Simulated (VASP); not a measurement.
# ZnO (P6_3mc) in VASP: notebook, part 2 of 2

VASP 6.6.1.

## (4) Single point, revPBE+D3(BJ)

This run uses another cell than the first one, of 12.07 Å³/atom, 1.004 times its volume.

Contents of INCAR:

```
SYSTEM = ZnO
PREC = Accurate
ENCUT = 520
EDIFF = 1E-6
ISMEAR = 0
SIGMA = 0.05
LREAL = .False.
LASPH = .True.
NELM = 60
ALGO = Normal
ISIF = 2
LWAVE = .False.
LCHARG = .True.
GGA = RE
IVDW = 12
LELF = .True.
LVHAR = .True.
NBANDS = 26
```

Contents of KPOINTS:

```
Automatic mesh
0
Gamma
  8 8 6
  0 0 0
```

Contents of POSCAR:

```
ZnO
1.0
    3.2565113263      0.0000000000      0.0000000000
   -1.6282556631      2.8202215363      0.0000000000
    0.0000000000      0.0000000000      5.2558949999
Zn O
2 2
Direct
    0.3333333333      0.6666666667      0.0015378783
    0.6666666667      0.3333333333      0.5015378783
    0.3333333333      0.6666666667      0.3805621217
    0.6666666667      0.3333333333      0.8805621217
```

Potentials or basis: VASP PAW PBE potentials, release 64 (Zn, O).

On the command line:

```
cat potpaw_PBE.64/Zn/POTCAR potpaw_PBE.64/O/POTCAR > POTCAR
mpirun -np 1 vasp_std > vasp.out
```

OUTCAR:

```text
SYSTEM = ZnO
   PREC = Accurate
   ENCUT = 520
   EDIFF = 1E-6
   ISMEAR = 0
   LREAL = .False.
   LASPH = .True.
   NELM = 60
   ISIF = 2
   GGA = RE
   IVDW = 12
 IVDW          = 12

 ion  position               nearest neighbor table
   1  0.333  0.667  0.002-   4 1.98   4 1.98   4 1.98   3 1.99
   2  0.667  0.333  0.502-   3 1.98   3 1.98   3 1.98   4 1.99
   3  0.333  0.667  0.381-   2 1.98   2 1.98   2 1.98   1 1.99
   4  0.667  0.333  0.881-   1 1.98   1 1.98   1 1.98   2 1.99

  LATTYP: Found a hexagonal cell.
 ALAT       =     3.2565113263
 C/A-ratio  =     1.6139649070

  Lattice vectors:

 A1 = (   3.2565113263,   0.0000000000,   0.0000000000)
 A2 = (  -1.6282556631,   2.8202215363,   0.0000000000)
 A3 = (   0.0000000000,   0.0000000000,   5.2558949999)

Analysis of symmetry for initial positions (statically):
=====================================================================
 Subroutine PRICEL returns:
 Original cell was already a primitive cell.

 Routine SETGRP: Setting up the symmetry group for a
 hexagonal supercell.

 Subroutine GETGRP returns: Found 12 space group operations
 (whereof  6 operations were pure point group operations)
 out of a pool of 24 trial point group operations.

The static configuration has the point symmetry C_3v.
 The point group associated with its full space group is C_6v.

Analysis of symmetry for dynamics (positions and initial velocities):
=====================================================================
 Subroutine PRICEL returns:
 Original cell was already a primitive cell.

 Routine SETGRP: Setting up the symmetry group for a
 hexagonal supercell.

 Subroutine GETGRP returns: Found 12 space group operations
 (whereof  6 operations were pure point group operations)
 out of a pool of 24 trial point group operations.

The dynamic configuration has the point symmetry C_3v.
 The point group associated with its full space group is C_6v.

 Subroutine INISYM returns: Found 12 space group operations
 (whereof  6 operations are pure point group operations),
 and found     1 'primitive' translations

----------------------------------------------------------------------------------------

                                     Primitive cell

  volume of cell :      48.2706

  direct lattice vectors                    reciprocal lattice vectors
     3.256511326  0.000000000  0.000000000     0.307077083  0.177291037  0.000000000
    -1.628255663  2.820221536  0.000000000     0.000000000  0.354582073  0.000000000
     0.000000000  0.000000000  5.255895000     0.000000000  0.000000000  0.190262553

  length of vectors
     3.256511326  3.256511326  5.255895000     0.354582073  0.354582073  0.190262553

  position of ions in fractional coordinates (direct lattice)
     0.333333333  0.666666667  0.001537878
     0.666666667  0.333333333  0.501537878
     0.333333333  0.666666667  0.380562122
     0.666666667  0.333333333  0.880562122

  ion indices of the primitive-cell ions
   primitive index   ion index
                 1           1
                 2           2
                 3           3
                 4           4

----------------------------------------------------------------------------------------

 KPOINTS: Automatic mesh

Automatic generation of k-mesh.
 Grid dimensions read from file:
 generate k-points for:    8    8    6

 Generating k-lattice:

  Cartesian coordinates                     Fractional coordinates (reciprocal lattice)
     0.038384635  0.022161380  0.000000000     0.125000000 -0.000000000  0.000000000
     0.000000000  0.044322759  0.000000000     0.000000000  0.125000000  0.000000000
     0.000000000  0.000000000  0.031710425     0.000000000  0.000000000  0.166666667

  Length of vectors
     0.044322759  0.044322759  0.031710425

  Shift w.r.t. Gamma in fractional coordinates (k-lattice)
     0.000000000  0.000000000  0.000000000

 Subroutine IBZKPT returns following result:
 ===========================================

 Found     40 irreducible k-points:

 Following reciprocal coordinates:
            Coordinates               Weight
  0.000000  0.000000  0.000000      1.000000
  0.125000  0.000000  0.000000      6.000000
  0.250000  0.000000  0.000000      6.000000
  0.375000  0.000000  0.000000      6.000000
  0.500000  0.000000  0.000000      3.000000
  0.125000  0.125000  0.000000      6.000000
[... 16 lines left out ...]
  0.250000  0.000000  0.333333     12.000000
  0.375000  0.000000  0.333333     12.000000
 [... further k-points ...]
   k-points           NKPTS =     40   k-points in BZ     NKDIM =     40   number of bands    NBANDS=     26
   number of dos      NEDOS =    301   number of ions     NIONS =      4
   total plane-waves  NPLWV =  23040
   dimension x,y,z NGX =    24 NGY =   24 NGZ =   40
   dimension x,y,z NGXF=    48 NGYF=   48 NGZF=   80
   ions per type =               2   2
   NGX,Y,Z   is equivalent  to a cutoff of  12.25, 12.25, 12.65 a.u.
   NGXF,Y,Z  is equivalent  to a cutoff of  24.50, 24.50, 25.30 a.u.
 SYSTEM =  ZnO
   PREC   = accura    normal or accurate (medium, high low for compatibility)
   ISTART =      0    job   : 0-new  1-cont  2-samecut
   ICHARG =      2    charge: 1-file 2-atom 10-const
   ISPIN  =      1    spin polarized calculation?
   LNONCOLLINEAR =      F non collinear calculations
   LSORBIT =      F    spin-orbit coupling
   LASPH  =      T    aspherical Exc in radial PAW
   ENCUT  =  520.0 eV  38.22 Ry    6.18 a.u.   6.05  6.05  9.77*2*pi/ulx,y,z
   NELM   =     60;   NELMIN=  2; NELMDL= -5     # of ELM steps
   EDIFF  = 0.1E-05   stopping-criterion for ELM
   LREAL  =      F    real-space projection
   EDIFFG = 0.1E-04   stopping-criterion for IOM
   NSW    =      0    number of steps for IOM
   IBRION =     -1    ionic relax: 0-MD 1-quasi-New 2-CG
   NFREE  =      0    steps in history (QN), initial steepest desc. (CG)
   ISIF   =      2    stress and relaxation
   ISYM   =      2    0-nonsym 1-usesym 2-fastsym
   POTIM  = 0.5000    time-step for ionic-motion
   TEBEG  =    0.0;   TEEND  =   0.0 temperature during run
   PSTRESS=    0.0 pullay stress
   NELECT =      36.0000    total number of electrons
   NUPDOWN=      -1.0000    fix difference up-down
   EMIN   =  10.00;   EMAX   =-10.00  energy-range for DOS
   EFERMI =   0.00;   METHOD = LEGACY
   ISMEAR =     0;   SIGMA  =   0.05  broadening in eV -4-tet -1-fermi 0-gaus
   EFERMI_NEDOS =   21; number of points for ismear=-14 and -15
   IALGO  =     38    algorithm
   IMIX   =      4    mixing-type and parameters
     AMIX     =   0.40;   BMIX     =  1.00
     AMIX_MAG =   1.60;   BMIX_MAG =  1.00
  volume/ion in A,a.u.               =      12.07        81.44
  Fermi-wavevector in a.u.,A,eV,Ry     =   1.484618  2.805522 29.988488  2.204092
  Thomas-Fermi vector in A             =   2.598133
   LORBIT       =      0    0 simple, 1 ext, 2 COOP (PROOUT), +10 PAW based schemes
   GGA     = RE    functional components
   LHFCALC =     F    Hartree Fock is set to
   AEXX    =    0.0000 exact exchange contribution
   IVDW    =    12    specifies the selected vdW correction
   LEPSILON=     F    determine dielectric tensor
   LRPA    =     F    only Hartree local field effects (RPA)
 non-spin polarized calculation
 Gauss-broadening in eV      SIGMA  =   0.05
  energy-cutoff  :      520.00
  volume of cell :       48.27
 maximum number of plane-waves:      1318
   NGX = 13   NGY = 13   NGZ = 19

 number of electron      36.0000036 magnetization

 Free energy of the ion-electron system (eV)
  ---------------------------------------------------
  ext. energy  EPLUGINS =         0.00000000
  ---------------------------------------------------
  free energy    TOTEN  =       -16.51151416 eV

  energy without entropy =      -16.51151416  energy(sigma->0) =      -16.51151416

 E-fermi :   1.4521     XC(G=0): -10.6463

 val. band max:        1.2159280075   @ k =   0.0000   0.0000   0.0000
 cond. band min:       2.0414269961   @ k =   0.0000   0.0000   0.0000
 fundamental gap:      0.8254989886
 Fermi energy:         1.4520914786

 k-point     1 :       0.0000    0.0000    0.0000
  band No.  band energies     occupation
      1     -16.8320      2.00000
      2     -16.1449      2.00000
      3      -4.4063      2.00000
      4      -4.4063      2.00000
      5      -4.3646      2.00000
      6      -4.3005      2.00000
[... 685 lines left out ...]
     25      14.7022      0.00000
     26      15.0982      0.00000

 [... further k-points ...]

------------------------ aborting loop because EDIFF is reached ----------------------------------------

 Edisp (eV)   -1.74011

 E8    (eV) :    -1.1368

  FORCE on cell =-STRESS in cart. coord.  units (eV):
  Direction    XX          YY          ZZ          XY          YZ          ZX
  --------------------------------------------------------------------------------------
  -------------------------------------------------------------------------------------
  Total       0.37846     0.37846     0.40416     0.00000     0.00000     0.00000
  in kB      12.56182    12.56182    13.41468     0.00000     0.00000     0.00000
  external pressure =       12.85 kB  Pullay stress =        0.00 kB

 VOLUME and BASIS-vectors are now :
 -----------------------------------------------------------------------------
  energy-cutoff  :      520.00
  volume of cell :       48.27
      direct lattice vectors                 reciprocal lattice vectors
     3.256511326  0.000000000  0.000000000     0.307077083  0.177291037  0.000000000
    -1.628255663  2.820221536  0.000000000     0.000000000  0.354582073  0.000000000
     0.000000000  0.000000000  5.255895000     0.000000000  0.000000000  0.190262553

 POSITION                                       TOTAL-FORCE (eV/Angst)
 -----------------------------------------------------------------------------------
     -0.00000      1.88015      0.00808         0.000000      0.000000      0.003689
      1.62826      0.94007      2.63603        -0.000000     -0.000000      0.003689
     -0.00000      1.88015      2.00019         0.000000     -0.000000     -0.003689
      1.62826      0.94007      4.62814        -0.000000      0.000000     -0.003689
 -----------------------------------------------------------------------------------
    total drift:                               -0.000001     -0.000001      0.000514

  FREE ENERGIE OF THE ION-ELECTRON SYSTEM (eV)
  ---------------------------------------------------
  free  energy   TOTEN  =       -18.2516223615 eV

  energy  without entropy=      -18.2516223615  energy(sigma->0) =      -18.25162236
```

It took 17 s on 1 thread of Intel Xeon 6975P-C (Granite Rapids), shared host; peak memory 0.19 GiB.

What came out:

* Free energy: -18.2516 eV
* Pressure: 1.3 GPa
* Largest force: 0.004 eV/Å
* Band gap on the k mesh: 0.83 eV, direct
* Dispersion energy per atom: -0.435 eV

Forces in eV/Å, atoms in the order of the input:
```
Zn   0.000  0.000  0.004
Zn   0.000  0.000  0.004
O    0.000  0.000 -0.004
O    0.000  0.000 -0.004
```

Caveat: the PAW data sets were made with another functional, which shifts forces and pressure a little.

## (5) Single point, revPBE+D3(BJ)

This run uses another cell than the first one, of 12.09 Å³/atom, 1.006 times its volume.

Contents of INCAR:

```
ALGO = Normal ; EDIFF = 1E-7
ENCUT = 520 ; GGA = RE
ISIF = 2 ; ISMEAR = 0
IVDW = 12 ; LASPH = True
LCHARG = True ; LELF = True
LREAL = False ; LVHAR = True
LWAVE = False ; NBANDS = 26
NELM = 100 ; PREC = Accurate
SIGMA = 0.05
```

Contents of KPOINTS:

```
k-points
0
Gamma
  8 8 6
```

Contents of POSCAR:

```
ZnO
1.0
    3.2580964316      0.0000000000      0.0000000000
   -1.6290482158      2.8215942777      0.0000000000
    0.0000000000      0.0000000000      5.2584533042
Zn O
2 2
Direct
    0.3333333333      0.6666666667      0.0015378783
    0.6666666667      0.3333333333      0.5015378783
    0.3333333333      0.6666666667      0.3805621217
    0.6666666667      0.3333333333      0.8805621217
```

On the command line:

```
cat potpaw_PBE.64/Zn/POTCAR potpaw_PBE.64/O/POTCAR > POTCAR
mpirun -np 1 vasp_std > vasp.out
```

Wall time 18 s (1 thread of Intel Xeon 6975P-C (Granite Rapids), shared host); peak memory 0.19 GiB.

It converged, with:

```yaml
Free_energy: -18.2522 eV
Pressure: 1.0 GPa
Largest_force: 0.004 eV/Å
Band_gap_on_the_k_mesh: 0.82 eV, direct
Dispersion_energy_per_atom: -0.434 eV
```

Forces in eV/Å, atoms in the order of the input:
```
Zn   0.000  0.000  0.004
Zn   0.000  0.000  0.004
O    0.000  0.000 -0.004
O    0.000  0.000 -0.004
```

Stress tensor (GPa, compression positive):
```
1.00 0.00 0.00
0.00 1.00 0.00
0.00 0.00 1.09
```

Levels at points of the mesh, in eV from the valence-band top:
```tsv
k point	band 16	band 17	band 18	band 19	band 20	band 21
(0.00, 0.00, 0.00)	-0.08	0.00	0.00	0.82	5.24	8.22
(0.50, 0.00, 0.00)	-2.20	-1.26	-0.82	5.77	6.94	7.63
(0.00, 0.00, 0.50)	-0.38	-0.38	-0.38	3.47	3.47	10.08
(0.50, 0.00, 0.50)	-1.47	-1.35	-1.35	5.75	5.75	8.41
```

Caveat: the PAW data sets were made with another functional, which shifts forces and pressure a little.

## (6) Single point, RPBE (volume scaled by 0.96)

Contents of INCAR:

```
  ALGO = Normal
  EDIFF = 1E-7
  ENCUT = 520
  GGA = RP
  ISIF = 2
  ISMEAR = 0
  LASPH = T
  LCHARG = F
  LREAL = F
  LWAVE = F
  NBANDS = 26
  NELM = 100
  PREC = Accurate
  SIGMA = 0.05
```

KPOINTS is that of step 5.

Contents of POSCAR:

```
ZnO
1.0
    3.2741174879      0.0000000000      0.0000000000
   -1.6370587439      2.8354689195      0.0000000000
    0.0000000000      0.0000000000      5.2794593853
Zn O
2 2
Direct
    0.3333333333      0.6666666667      0.0014489168
    0.6666666667      0.3333333333      0.5014489168
    0.3333333333      0.6666666667      0.3806510832
    0.6666666667      0.3333333333      0.8806510832
```

Potentials or basis: VASP PAW PBE potentials, release 64 (Zn, O).

On the command line:

```
cat potpaw_PBE.64/Zn/POTCAR potpaw_PBE.64/O/POTCAR > POTCAR
mpirun -np 1 vasp_std > vasp.out
```

It took 18 s on 1 thread of Intel Xeon 6975P-C (Granite Rapids), shared host; peak memory 0.17 GiB.

It converged, with:

- Free energy: -16.3310 eV
- Pressure: 6.2 GPa
- Largest force: 0.006 eV/Å
- Band gap on the k mesh: 0.83 eV, direct

Forces in eV/Å, atoms in the order of the input:
```
Zn   0.000  0.000 -0.006
Zn   0.000  0.000 -0.006
O    0.000  0.000  0.006
O    0.000  0.000  0.006
```

Stress tensor (GPa, compression positive):
```
6.15 0.00 0.00
0.00 6.15 0.00
0.00 0.00 6.23
```

Levels at points of the mesh, in eV from the valence-band top:
```
           k point  band 14  band 15  band 16  band 17  band 18  band 19  band 20  band 21  band 22  band 23
(0.00, 0.00, 0.00)    -0.76    -0.76    -0.08     0.00     0.00     0.83     5.21     8.22    12.85    12.85
(0.50, 0.00, 0.00)    -3.43    -2.72    -2.16    -1.23    -0.80     5.73     6.96     7.66     8.40    10.54
(0.00, 0.00, 0.50)    -2.21    -0.37    -0.37    -0.37    -0.37     3.46     3.46    10.06    10.06    13.13
(0.50, 0.00, 0.50)    -3.68    -1.44    -1.44    -1.32    -1.32     5.76     5.76     8.36     8.36    11.29
```

Caveat: the cell differs from its parent crystal (volume scaled by 0.96); the PAW data sets were made with another functional, which shifts forces and pressure a little.

## (7) Overview

```tsv
level	cell	gap on the mesh (eV)	pressure (GPa)
PBE+D4	a = 3.252, b = 3.252, c = 5.247 Å, angles 90.0, 90.0, 120.0°, 4 atoms	0.77	1.1
RPBE+D4	a = 3.257, b = 3.257, c = 5.252 Å, angles 90.0, 90.0, 120.0°, 4 atoms	0.85	1.1
revPBE+D3(BJ)	a = 3.257, b = 3.257, c = 5.256 Å, angles 90.0, 90.0, 120.0°, 4 atoms	0.83	1.3
revPBE+D3(BJ)	a = 3.258, b = 3.258, c = 5.258 Å, angles 90.0, 90.0, 120.0°, 4 atoms	0.82	1.0
RPBE	a = 3.274, b = 3.274, c = 5.279 Å, angles 90.0, 90.0, 120.0°, 4 atoms	0.83	6.2
```

Alike in all rows: task single point; potentials or basis VASP PAW PBE potentials, release 64 (Zn, O); no spin polarisation; k mesh 8 × 8 × 6; cutoff (eV) 520; smearing gaussian 0.05 eV.

Caveats: the PAW data sets were made with another functional, which shifts forces and pressure a little (some runs).

Absolute energies hang on the potentials; compare differences alone.

## (8) Comparison with measurements

Step 2. Against the measured gap of ZnO, 3.37 eV (quoted in “Electronic structure of alkaline earth and post-transition metal oxides”, 2009, arxiv:0908.1581), the calculated 0.77 eV is off by -2.60 eV. So large a miss can be the level of theory's own, or it may mean another phase, state or a wrong row. The value is that of PBE+D4, without temperature or zero-point motion. Semilocal functionals fall short of measured gaps as a rule.

Step 3. Against the measured gap of ZnO, 3.37 eV (quoted in “Electronic structure of alkaline earth and post-transition metal oxides”, 2009, arxiv:0908.1581), the calculated 0.85 eV is off by -2.52 eV. So large a miss can be the level of theory's own, or it may mean another phase, state or a wrong row. The value is that of RPBE+D4, without temperature or zero-point motion. Semilocal functionals fall short of measured gaps as a rule.

Step 4. Measured gap of ZnO: 3.37 eV (quoted in “Electronic structure of alkaline earth and post-transition metal oxides”, 2009, arxiv:0908.1581). This calculation gives 0.83 eV (-2.54 eV). So large a miss can be the level of theory's own, or it may mean another phase, state or a wrong row. The value is that of revPBE+D3(BJ), without temperature or zero-point motion. Semilocal functionals fall short of measured gaps as a rule.

Step 5. Measured gap of ZnO: 3.37 eV (quoted in “Electronic structure of alkaline earth and post-transition metal oxides”, 2009, arxiv:0908.1581). This calculation gives 0.82 eV (-2.55 eV). So large a miss can be the level of theory's own, or it may mean another phase, state or a wrong row. The value is that of revPBE+D3(BJ), without temperature or zero-point motion. Semilocal functionals fall short of measured gaps as a rule.
